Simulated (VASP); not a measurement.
Input of a VASP 6.6.1 run:

INCAR

```
SYSTEM = TaN
ALGO = Normal
EDIFF = 1E-6
ENCUT = 520
GGA = PS
ISIF = 2
ISMEAR = -1
LASPH = .TRUE.
LCHARG = .FALSE.
LREAL = .FALSE.
LWAVE = .FALSE.
NBANDS = 24
NELM = 100
PREC = Accurate
SIGMA = 0.01
```

KPOINTS

```
k-points
0
G
  9 9 5
  0 0 0
```

The input POSCAR:

```
TaN
1.0
    3.0500010905      0.0000000000      0.0000000000
   -1.5250005453      2.6413784260      0.0000000000
    0.0000000000      0.0000000000      4.9894000000
Ta N
2 2
Direct
    0.3333333333      0.6666666667      0.0000000000
    0.6666666667      0.3333333333      0.5000000000
    0.3333333333      0.6666666667      0.3850000000
    0.6666666667      0.3333333333      0.8850000000
```

Potentials or basis: VASP PAW PBE potentials, release 64 (Ta_pv, N).

Run with:

```console
$ cat potpaw_PBE.64/Ta_pv/POTCAR potpaw_PBE.64/N/POTCAR > POTCAR
$ mpirun -np 1 vasp_std > vasp.out
```

What does it give for the band gap on the k mesh?

Zero (bands 16 and 17 overlap by 2.22 eV).

What does it give for the pressure?

123.0 GPa.

What does it give for the largest force?

2.804 eV/Å.

Stress tensor (GPa, compression positive):
```
132.85   0.00   0.00
  0.00 132.85   0.00
  0.00   0.00 103.31
```

Caveat: the cell differs from its parent crystal (zz strain of +1 %); the cell stands under pressure; the PAW data sets were made with another functional, which shifts forces and pressure a little; spin-orbit coupling is left out, which moves the levels of the heavy elements.
